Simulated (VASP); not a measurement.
# Cd (P6_3/mmc) in VASP: relaxation of the atoms with PBE

Aim: the relaxation of the atoms of Cd with PBE.

Program: VASP 6.6.1. These are calculated values, not measurements. Logs are shortened: lines on timing, memory, paths and dates and some standing lists are left out, and cuts for length are marked.

## 1. The cell of the first run

The structure is hexagonal, space group P6_3/mmc (No. 194). Conventional cell: a = 2.979 Å, b = 2.979 Å, c = 5.618 Å, α = 90.00°, β = 90.00°, γ = 120.00°. Cd (site symmetry -6m2) has 12 Cd at 2.98 to 3.29 Å within 3.9 Å.

## 2. Relaxation of the atoms, PBE

The input, INCAR:

```
SYSTEM = Cd
PREC     = Accurate       ! precision mode
ENCUT    = 520            ! plane-wave cutoff, eV
EDIFF    = 1E-7           ! SCF threshold, eV
ISMEAR   = -1             ! smearing method
SIGMA    = 0.05           ! smearing width, eV
LREAL    = .False.        ! projectors in reciprocal space
LASPH    = .True.         ! aspherical terms in the spheres
NELM     = 100            ! most SCF steps
ALGO     = Normal         ! electronic algorithm
ISIF     = 2              ! what is computed and relaxed
LWAVE    = .False.        ! write WAVECAR
LCHARG   = .False.        ! write CHGCAR
GGA      = PE             ! functional
IBRION   = 2              ! ionic algorithm
NSW      = 80             ! ionic steps
EDIFFG   = -0.02          ! ionic threshold
```

The input, KPOINTS:

```
regular mesh
0
Gamma
  13 13 6
  0 0 0
```

The input, POSCAR:

```
Cd
1.0
    2.9788725081      0.0000000000      0.0000000000
   -1.4894362540      2.5797792666      0.0000000000
    0.0000000000      0.0000000000      5.6176500000
Cd
2
Direct
    0.3333333333      0.6666666667      0.2500000000
    0.6666666667      0.3333333333      0.7500000000
```

Potentials or basis: VASP PAW PBE potentials, release 64 (Cd).

Run with:

```console
> cat potpaw_PBE.64/Cd/POTCAR > POTCAR
> mpirun -np 1 vasp_std > vasp.out
```

OUTCAR:

```text
SYSTEM = Cd
   PREC = Accurate
   ENCUT = 520
   EDIFF = 1E-7
   ISMEAR = -1
   LREAL = .False.
   LASPH = .True.
   NELM = 100
   ISIF = 2
   GGA = PE
   IBRION = 2
   NSW = 80
   EDIFFG = -0.02

 ion  position               nearest neighbor table
   1  0.333  0.667  0.250-   2 3.29   2 3.29   2 3.29   2 3.29   2 3.29   2 3.29
   2  0.667  0.333  0.750-   1 3.29   1 3.29   1 3.29   1 3.29   1 3.29   1 3.29

  LATTYP: Found a hexagonal cell.
 ALAT       =     2.9788725081
 C/A-ratio  =     1.8858309594

  Lattice vectors:

 A1 = (   2.9788725081,   0.0000000000,   0.0000000000)
 A2 = (  -1.4894362540,   2.5797792666,   0.0000000000)
 A3 = (   0.0000000000,   0.0000000000,   5.6176500000)

Analysis of symmetry for initial positions (statically):
=====================================================================
 Subroutine PRICEL returns:
 Original cell was already a primitive cell.

 Routine SETGRP: Setting up the symmetry group for a
 hexagonal supercell.

 Subroutine GETGRP returns: Found 24 space group operations
 (whereof 12 operations were pure point group operations)
 out of a pool of 24 trial point group operations.

The static configuration has the point symmetry D_3d.
 The point group associated with its full space group is D_6h.

Analysis of symmetry for dynamics (positions and initial velocities):
=====================================================================
 Subroutine PRICEL returns:
 Original cell was already a primitive cell.

 Routine SETGRP: Setting up the symmetry group for a
 hexagonal supercell.

 Subroutine GETGRP returns: Found 24 space group operations
 (whereof 12 operations were pure point group operations)
 out of a pool of 24 trial point group operations.

The dynamic configuration has the point symmetry D_3d.
 The point group associated with its full space group is D_6h.

 Subroutine INISYM returns: Found 24 space group operations
 (whereof 12 operations are pure point group operations),
 and found     1 'primitive' translations

----------------------------------------------------------------------------------------

                                     Primitive cell

  volume of cell :      43.1707

  direct lattice vectors                    reciprocal lattice vectors
     2.978872508  0.000000000  0.000000000     0.335697482  0.193815032  0.000000000
    -1.489436254  2.579779267  0.000000000     0.000000000  0.387630063  0.000000000
     0.000000000  0.000000000  5.617650000     0.000000000  0.000000000  0.178010378

  length of vectors
     2.978872508  2.978872508  5.617650000     0.387630063  0.387630063  0.178010378

  position of ions in fractional coordinates (direct lattice)
     0.333333333  0.666666667  0.250000000
     0.666666667  0.333333333  0.750000000

  ion indices of the primitive-cell ions
   primitive index   ion index
                 1           1
                 2           2

----------------------------------------------------------------------------------------

 KPOINTS: regular mesh

Automatic generation of k-mesh.
 Grid dimensions read from file:
 generate k-points for:   13   13    6

 Generating k-lattice:

  Cartesian coordinates                     Fractional coordinates (reciprocal lattice)
     0.025822883  0.014908849  0.000000000     0.076923077  0.000000000  0.000000000
     0.000000000  0.029817697  0.000000000     0.000000000  0.076923077  0.000000000
     0.000000000  0.000000000  0.029668396     0.000000000  0.000000000  0.166666667

  Length of vectors
     0.029817697  0.029817697  0.029668396

  Shift w.r.t. Gamma in fractional coordinates (k-lattice)
     0.000000000  0.000000000  0.000000000

 Subroutine IBZKPT returns following result:
 ===========================================

 Found     84 irreducible k-points:

 Following reciprocal coordinates:
            Coordinates               Weight
  0.000000  0.000000  0.000000      1.000000
  0.076923 -0.000000  0.000000      6.000000
  0.153846 -0.000000  0.000000      6.000000
  0.230769 -0.000000  0.000000      6.000000
  0.307692 -0.000000  0.000000      6.000000
  0.384615  0.000000  0.000000      6.000000
[... 16 lines left out ...]
  0.076923 -0.000000  0.166667     12.000000
  0.153846 -0.000000  0.166667     12.000000
 [... further k-points ...]
   k-points           NKPTS =     84   k-points in BZ     NKDIM =     84   number of bands    NBANDS=     16
   number of dos      NEDOS =    301   number of ions     NIONS =      2
   total plane-waves  NPLWV =  24192
   dimension x,y,z NGX =    24 NGY =   24 NGZ =   42
   dimension x,y,z NGXF=    48 NGYF=   48 NGZF=   84
   ions per type =               2
   NGX,Y,Z   is equivalent  to a cutoff of  13.39, 13.39, 12.43 a.u.
   NGXF,Y,Z  is equivalent  to a cutoff of  26.79, 26.79, 24.86 a.u.
 SYSTEM =  Cd
   PREC   = accura    normal or accurate (medium, high low for compatibility)
   ISTART =      0    job   : 0-new  1-cont  2-samecut
   ICHARG =      2    charge: 1-file 2-atom 10-const
   ISPIN  =      1    spin polarized calculation?
   LNONCOLLINEAR =      F non collinear calculations
   LSORBIT =      F    spin-orbit coupling
   LASPH  =      T    aspherical Exc in radial PAW
   ENCUT  =  520.0 eV  38.22 Ry    6.18 a.u.   5.54  5.54 10.45*2*pi/ulx,y,z
   NELM   =    100;   NELMIN=  2; NELMDL= -5     # of ELM steps
   EDIFF  = 0.1E-06   stopping-criterion for ELM
   LREAL  =      F    real-space projection
   EDIFFG = -.2E-01   stopping-criterion for IOM
   NSW    =     80    number of steps for IOM
   IBRION =      2    ionic relax: 0-MD 1-quasi-New 2-CG
   NFREE  =      1    steps in history (QN), initial steepest desc. (CG)
   ISIF   =      2    stress and relaxation
   ISYM   =      2    0-nonsym 1-usesym 2-fastsym
   POTIM  = 0.5000    time-step for ionic-motion
   TEBEG  =    0.0;   TEEND  =   0.0 temperature during run
   PSTRESS=    0.0 pullay stress
   NELECT =      24.0000    total number of electrons
   NUPDOWN=      -1.0000    fix difference up-down
   EMIN   =  10.00;   EMAX   =-10.00  energy-range for DOS
   EFERMI =   0.00;   METHOD = LEGACY
   ISMEAR =    -1;   SIGMA  =   0.05  broadening in eV -4-tet -1-fermi 0-gaus
   EFERMI_NEDOS =   21; number of points for ismear=-14 and -15
   IALGO  =     38    algorithm
   IMIX   =      4    mixing-type and parameters
     AMIX     =   0.40;   BMIX     =  1.00
     AMIX_MAG =   1.60;   BMIX_MAG =  1.00
  volume/ion in A,a.u.               =      21.59       145.67
  Fermi-wavevector in a.u.,A,eV,Ry     =   1.346115  2.543789 24.654109  1.812026
  Thomas-Fermi vector in A             =   2.473973
   LORBIT       =      0    0 simple, 1 ext, 2 COOP (PROOUT), +10 PAW based schemes
   GGA     = PE    functional components
   LHFCALC =     F    Hartree Fock is set to
   AEXX    =    0.0000 exact exchange contribution
   IVDW    =     0    specifies the selected vdW correction
   LEPSILON=     F    determine dielectric tensor
   LRPA    =     F    only Hartree local field effects (RPA)
 conjugate gradient relaxation of ions
 non-spin polarized calculation
  energy-cutoff  :      520.00
  volume of cell :       43.17
 maximum number of plane-waves:      1191
 NGX is ok and might be reduce to    24
   NGX = 11   NGY = 11   NGZ = 21

 number of electron      23.9999993 magnetization

 Free energy of the ion-electron system (eV)
  ---------------------------------------------------
  ext. energy  EPLUGINS =         0.00000000
  ---------------------------------------------------
  free energy    TOTEN  =        -1.47952075 eV

  energy without entropy =       -1.47561063  energy(sigma->0) =       -1.47756569

 E-fermi :   2.9920     XC(G=0): -11.0338

 val. band max:        2.9047285638   @ k =   0.3846   0.2308   0.5000
 cond. band min:       2.9941268984   @ k =   0.3077  -0.0000   0.0000
 fundamental gap:      0.0893983346
 Fermi energy:         2.9919676761

 k-point     1 :       0.0000    0.0000    0.0000
  band No.  band energies     occupation
      1      -6.9180      2.00000
      2      -6.6517      2.00000
      3      -6.2875      2.00000
      4      -6.2875      2.00000
      5      -6.2364      2.00000
      6      -6.2364      2.00000
[... 8 lines left out ...]
     15      17.4358      0.00000
     16      17.8629      0.00000

 k-point     2 :       0.0769   -0.0000    0.0000
  band No.  band energies     occupation
      1      -6.8574      2.00000
      2      -6.5968      2.00000
      3      -6.3090      2.00000
      4      -6.2576      2.00000
      5      -6.2329      2.00000
      6      -6.1838      2.00000
[... 8 lines left out ...]
     15      15.4990      0.00000
     16      16.7341      0.00000

 k-point     3 :       0.1538   -0.0000    0.0000
  band No.  band energies     occupation
      1      -6.7395      2.00000
      2      -6.5064      2.00000
      3      -6.3708      2.00000
      4      -6.2505      2.00000
      5      -6.0787      2.00000
      6      -6.0353      2.00000
[... 8 lines left out ...]
     15      14.2760      0.00000
     16      15.1883      0.00000

 k-point     4 :       0.2308   -0.0000    0.0000
  band No.  band energies     occupation
      1      -6.7594      2.00000
      2      -6.5337      2.00000
      3      -6.3158      2.00000
      4      -6.1902      2.00000
      5      -6.0998      2.00000
      6      -5.9185      2.00000
[... 8 lines left out ...]
     15      13.7982      0.00000
     16      14.3190      0.00000
[... 324 lines left out ...]
 k-point    22 :       0.0000    0.0000    0.1667
  band No.  band energies     occupation
      1      -6.9004      2.00000
      2      -6.6698      2.00000
      3      -6.2888      2.00000
      4      -6.2888      2.00000
      5      -6.2436      2.00000
      6      -6.2436      2.00000
[... 8 lines left out ...]
     15      17.4595      0.00000
     16      17.9838      0.00000

 k-point    23 :       0.0769   -0.0000    0.1667
  band No.  band energies     occupation
      1      -6.8397      2.00000
      2      -6.6128      2.00000
      3      -6.3108      2.00000
      4      -6.2653      2.00000
      5      -6.2349      2.00000
      6      -6.1911      2.00000
[... 8 lines left out ...]
     15      15.6237      0.00000
     16      16.8798      0.00000

 k-point    24 :       0.1538   -0.0000    0.1667
  band No.  band energies     occupation
      1      -6.7229      2.00000
      2      -6.5172      2.00000
      3      -6.3676      2.00000
      4      -6.2752      2.00000
      5      -6.0838      2.00000
      6      -6.0435      2.00000
[... 8 lines left out ...]
     15      12.7250      0.00000
     16      15.3549      0.00000

 [... further k-points ...]

------------------------ aborting loop because EDIFF is reached ----------------------------------------

  FORCE on cell =-STRESS in cart. coord.  units (eV):
  Direction    XX          YY          ZZ          XY          YZ          ZX
  --------------------------------------------------------------------------------------
  -------------------------------------------------------------------------------------
  Total        0.9845494      0.9845494      0.5766318      0.0000000      0.0000000      0.0000000
  in kB       36.5391919     36.5391919     21.4003085      0.0000000      0.0000000      0.0000000
  external PRESSURE =      31.4928974 kB  Pullay stress =       0.0000000 kB

 VOLUME and BASIS-vectors are now :
 -----------------------------------------------------------------------------
  energy-cutoff  :      520.00
  volume of cell :       43.17
      direct lattice vectors                 reciprocal lattice vectors
     2.978872508  0.000000000  0.000000000     0.335697482  0.193815032  0.000000000
    -1.489436254  2.579779267  0.000000000     0.000000000  0.387630063  0.000000000
     0.000000000  0.000000000  5.617650000     0.000000000  0.000000000  0.178010378

 POSITION                                       TOTAL-FORCE (eV/Angst)
 -----------------------------------------------------------------------------------
     -0.00000      1.71985      1.40441        -0.000000      0.000000      0.000000
      1.48944      0.85993      4.21324         0.000000     -0.000000      0.000000
 -----------------------------------------------------------------------------------
    total drift:                                0.000000     -0.000000      0.000000

  FREE ENERGIE OF THE ION-ELECTRON SYSTEM (eV)
  ---------------------------------------------------
  free  energy   TOTEN  =        -1.4795207487 eV

  energy  without entropy=       -1.4756106320  energy(sigma->0) =       -1.47756569

 reached required accuracy - stopping structural energy minimisation
```

Wall time 70 s (1 thread of AMD EPYC 7R43 (Zen 3), shared host); peak memory 0.15 GiB.

What came out:

| Property | Result |
| --- | --- |
| Free energy | -1.4795 eV |
| Pressure after relaxing | 3.1 GPa |
| Band gap on the k mesh | zero (bands 12 and 13 overlap by 4.12 eV) |

Final structure:
```
Cd
1.0
     2.97887    0.00000    0.00000
    -1.48944    2.57978    0.00000
     0.00000    0.00000    5.61765
Cd
2
Direct
  0.33333 0.66667 0.25000
  0.66667 0.33333 0.75000
```

Levels at points of the mesh, in eV from the Fermi level:
```csv
k point,band 9,band 10,band 11,band 12,band 13,band 14,band 15,band 16
"(0.00, 0.00, 0.00)",-8.76,-8.51,-8.51,-3.06,-3.05,10.55,14.44,14.87
"(0.00, 0.00, 0.50)",-8.61,-8.61,-7.39,-7.39,3.70,3.70,14.77,14.77
```

The gap in the log of VASP goes by the Fermi energy; the results here count the filled bands.